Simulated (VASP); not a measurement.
Input of a VASP 6.6.1 run:

The input INCAR:

```
SYSTEM = SnGe2
PREC = Accurate
ENCUT = 520
EDIFF = 1E-6
ISMEAR = -1
SIGMA = 0.02
LREAL = .FALSE.
LASPH = .TRUE.
NELM = 60
ALGO = Normal
ISIF = 2
LWAVE = .FALSE.
LCHARG = .FALSE.
GGA = PE
NBANDS = 51
```

Contents of KPOINTS:

```
regular mesh
0
G
  6 6 2
  0 0 0
```

Contents of POSCAR:

```
SnGe2
1.0
    4.3407831926      0.0000000000      0.0000000000
   -2.1703915963      3.7592285171      0.0000000000
    0.0000000000      0.0000000000     10.6412561315
Ge Sn
4 2
Direct
    0.0000000000      0.0000000000      0.8820545252
    0.6666666667      0.3333333333      0.5350820870
    0.3333333333      0.6666666667      0.4649179130
    0.0000000000      0.0000000000      0.1179454748
    0.3333333333      0.6666666667      0.2086912127
    0.6666666667      0.3333333333      0.7913087873
```

Potentials or basis: VASP PAW PBE potentials, release 64 (Ge_d, Sn_d).

Run with:

```bash
$ cat potpaw_PBE.64/Ge_d/POTCAR potpaw_PBE.64/Sn_d/POTCAR > POTCAR
$ mpirun -np 1 vasp_std > vasp.out
```

**Question.** Predict the pressure.

**Answer.** -1.4 GPa.

**Question.** What does it give for the largest force?

**Answer.** 0.031 eV/Å.

**Question.** Predict the band gap on the k mesh.

**Answer.** Zero (bands 42 and 43 overlap by 0.29 eV).

Forces on the atoms (eV/Å):
```
Ge   0.000  0.000  0.004
Ge   0.000  0.000  0.031
Ge   0.000  0.000 -0.031
Ge   0.000  0.000 -0.004
Sn   0.000  0.000 -0.020
Sn   0.000  0.000  0.020
```

Caveat: semilocal functionals underestimate gaps, so a narrow gap can read as zero; spin-orbit coupling is left out, which moves the levels of the heavy elements.
